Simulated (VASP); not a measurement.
Set up this calculation in VASP 6.6.1, as the native input.

- Task: single point
- Functional: r2SCAN
- Potentials or basis: VASP PAW PBE potentials, release 64 (P, Ga_d, Sb)
- Cutoff: 520 eV
- k mesh: 6 × 4 × 4
- Occupations: fermi-dirac, width 0.02 eV
- Spin: no spin polarisation
- Dipole correction: no
- Further INCAR settings: ALGO = Normal; EDIFF = 1e-06; NBANDS = 46

Ga4Sb3P:

```
P Ga Sb
1.0
     4.26055    0.00000    0.00000
     0.00000    8.52610    0.00000
     0.00000    0.00000    6.00195
P Ga Sb
1 4 3
Cartesian
  0.0000 0.0000 0.0060
  2.1303 0.0000 4.7183
  0.0000 6.5714 1.4219
  2.1303 4.2630 4.4288
  0.0000 1.9547 1.4219
  2.1303 6.4886 3.0028
  0.0000 4.2630 0.0034
  2.1303 2.0375 3.0028
```

These files were run (other wordings do the same):

POSCAR

```
Ga4Sb3P
1.0
    4.2605520522      0.0000000000      0.0000000000
    0.0000000000      8.5260959473      0.0000000000
    0.0000000000      0.0000000000      6.0019462882
P Ga Sb
1 4 3
Direct
    0.0000000000      0.0000000000      0.0009949676
    0.5000000000      0.0000000000      0.7861233012
    0.0000000000      0.7707439661      0.2369145066
    0.5000000000      0.5000000000      0.7378858369
    0.0000000000      0.2292560339      0.2369145066
    0.5000000000      0.7610286719      0.5003011288
    0.0000000000      0.5000000000      0.0005646233
    0.5000000000      0.2389713281      0.5003011288
```

INCAR.step1

```
SYSTEM = Ga4Sb3P
PREC = Accurate
ENCUT = 520
ISMEAR = -1
SIGMA = 0.02
LREAL = .FALSE.
LASPH = .TRUE.
NELM = 60
NBANDS = 46
GGA = PE
ALGO = Normal
EDIFF = 1E-4
LWAVE = .TRUE.
LCHARG = .FALSE.
```

INCAR.step2

```
SYSTEM = Ga4Sb3P
PREC = Accurate
ENCUT = 520
EDIFF = 1E-6
ISMEAR = -1
SIGMA = 0.02
LREAL = .FALSE.
LASPH = .TRUE.
NELM = 60
ALGO = Normal
ISIF = 2
LWAVE = .FALSE.
LCHARG = .TRUE.
METAGGA = R2SCAN
LMIXTAU = .TRUE.
LELF = .TRUE.
LVHAR = .TRUE.
NBANDS = 46
ISTART = 1
```

KPOINTS

```
regular mesh
0
G
  6 4 4
  0 0 0
```

Potentials or basis: VASP PAW PBE potentials, release 64 (P, Ga_d, Sb).

Command:

```console
$ cat potpaw_PBE.64/P/POTCAR potpaw_PBE.64/Ga_d/POTCAR potpaw_PBE.64/Sb/POTCAR > POTCAR
$ cp INCAR.step1 INCAR
$ mpirun -np 1 vasp_std > vasp.out
$ cp INCAR.step2 INCAR
$ mpirun -np 1 vasp_std > vasp.out
```

Results of the run:

The pressure is -1.6 GPa and the largest force is 0.055 eV/Å. The band gap on the k mesh is 0.17 eV.

Caveat: semilocal functionals underestimate gaps, and a narrow one can read as zero; the PAW data sets were made with another functional, which shifts forces and pressure a little; spin-orbit coupling is left out, which moves the levels of the heavy elements.

Run time: 25 min on 1 thread of AMD EPYC 9R14 (Zen 4), on a shared host, peak memory 0.5 GiB.
